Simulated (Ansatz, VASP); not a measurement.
## TlO7: VASP beside Ansatz

Contents of INCAR:

```
SYSTEM = TlO7
PREC = Accurate
ENCUT = 520
EDIFF = 1E-7
ISMEAR = 0
SIGMA = 0.1
LREAL = .FALSE.
LASPH = .TRUE.
NELM = 80
ALGO = Normal
ISIF = 2
LWAVE = .FALSE.
LCHARG = .FALSE.
GGA = PE
NBANDS = 38
```

Contents of KPOINTS:

```
Automatic mesh
0
G
  4 4 4
  0 0 0
```

Contents of POSCAR:

```
TlO7
1.0
    0.0000000000      3.9957402900      3.9957402900
    3.9957402900      0.0000000000      3.9957402900
    3.9957402900      3.9957402900      0.0000000000
Tl O
1 7
Direct
    0.0000000000      0.0000000000      0.0000000000
    0.5000000000      0.5000000000      0.5000000000
    0.0000000000      0.0000000000      0.5000000000
    0.5000000000      0.0000000000      0.5000000000
    0.0000000000      0.5000000000      0.5000000000
    0.5000000000      0.5000000000      0.0000000000
    0.0000000000      0.5000000000      0.0000000000
    0.5000000000      0.0000000000      0.0000000000
```

Input for Ansatz:

```yaml
crystal:
  lattice:
    - [0.0, 3.99574029, 3.99574029]
    - [3.99574029, 0.0, 3.99574029]
    - [3.99574029, 3.99574029, 0.0]
  atoms:
    - { symbol: Tl, position: [0.0, 0.0, 0.0] }
    - { symbol: O, position: [0.5, 0.5, 0.5] }
    - { symbol: O, position: [0.0, 0.0, 0.5] }
    - { symbol: O, position: [0.5, 0.0, 0.5] }
    - { symbol: O, position: [0.0, 0.5, 0.5] }
    - { symbol: O, position: [0.5, 0.5, 0.0] }
    - { symbol: O, position: [0.0, 0.5, 0.0] }
    - { symbol: O, position: [0.5, 0.0, 0.0] }
basis:
  ecutwfc: 420
kpoints:
  mp_grid: { grid: [4, 4, 4] }
hamiltonian:
  xc: pbe
scf:
  occupations: { method: gaussian, width: 0.1 }
  lower_state_search: "off"
output:
  forces: true
  stress: true
  eigenvalues: true
```

Change from the starting cell: species swapped into the Mg7Sc type (Fm-3m, No. 225).

Alike in both runs: task single point; functional PBE; k mesh 4 × 4 × 4; occupations gaussian, width 0.1 eV; no spin polarisation.

```csv
,VASP,Ansatz
version,VASP 6.6.1,Ansatz 0.2.0
potentials or method,"VASP PAW PBE potentials, release 64 (Tl_d, O), cutoff 520 eV","scalar-relativistic, plane waves, PAW"
valence electrons in the cell,55,55
```

|  | VASP | Ansatz | Ansatz less VASP |
| --- | --- | --- | --- |
| gap on the k mesh at the Fermi level (eV) | none | none | - |
| pressure (GPa) | -17.1 | -17.0 | +0.15 |

A gap of «none» marks a metal or a gap that the smearing closes.

Neither program's run includes spin-orbit coupling.
